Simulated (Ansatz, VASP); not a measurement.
PbS in VASP and in Ansatz

File POSCAR:

```
PbS
1.0
    4.0896976867      0.0000000000      0.0000000000
   -2.0448488433      3.5417820905      0.0000000000
    0.0000000000      0.0000000000      3.7881670000
Pb S
1 1
Direct
    0.0000000000      0.0000000000      0.0000000000
    0.6666666667      0.3333333333      0.5000000000
```

Contents of INCAR.step1:

```
  ALGO = Normal
  EDIFF = 1E-5
  ENCUT = 520
  GGA = PE
  ISIF = 2
  ISMEAR = -1
  LASPH = T
  LCHARG = F
  LREAL = F
  LWAVE = T
  NBANDS = 17
  NELM = 60
  PREC = Accurate
  SIGMA = 0.05
```

INCAR.step2

```
  AEXX = 0.25
  ALGO = Normal
  EDIFF = 1E-7
  ENCUT = 520
  ISIF = 2
  ISMEAR = -1
  ISTART = 1
  LASPH = T
  LCHARG = F
  LHFCALC = T
  LMIXTAU = T
  LREAL = F
  LWAVE = F
  METAGGA = R2SCAN
  NBANDS = 17
  NELM = 60
  PREC = Accurate
  PRECFOCK = Normal
  SIGMA = 0.05
```

The input KPOINTS:

```
k-points
0
Gamma
  4 4 4
```

File input:

```
crystal:
  lattice:
    - [4.0896976867, 0.0, 0.0]
    - [-2.0448488433, 3.5417820905, 0.0]
    - [0.0, 0.0, 3.788167]
  atoms:
    - { symbol: Pb, position: [0.0, 0.0, 0.0] }
    - { symbol: S, position: [0.6666666667, 0.3333333333, 0.5] }
hamiltonian:
  xc: r2scan0
  pseudopotentials: { kind: paw }
kpoints:
  mp_grid: { grid: [4, 4, 4] }
scf:
  occupations: { method: fermi_dirac, width: 0.05 }
output:
  forces: true
  stress: true
  eigenvalues: true
```

Alike in both runs: task single point; functional r2SCAN0; k mesh 4 × 4 × 4; occupations fermi-dirac, width 0.05 eV; no spin polarisation.

```csv
,VASP,Ansatz
version,VASP 6.6.1,Ansatz 0.2.0
potentials or method,"VASP PAW PBE potentials, release 64 (Pb_d, S)",Ansatz PAW
plane-wave cutoff (eV),520,500
valence electrons in the cell,20,20
```

VASP gave:

- gap on the k mesh at the Fermi level (eV): 1.41
- least direct gap on the mesh (eV): 2.25
- pressure (GPa): -1.7
- traceless stress, the component that is largest in VASP (GPa): 0.25

Problem. Estimate Ansatz's values.

Solution. gap on the k mesh at the Fermi level (eV): 1.36; least direct gap on the mesh (eV): 2.19; pressure (GPa): -1.5; traceless stress, the component that is largest in VASP (GPa): 0.24.

VASP's potentials were made for PBE, not for r2SCAN0.

The k mesh is coarse, so the values compare programs but aren't converged. Spin-orbit coupling is off throughout.
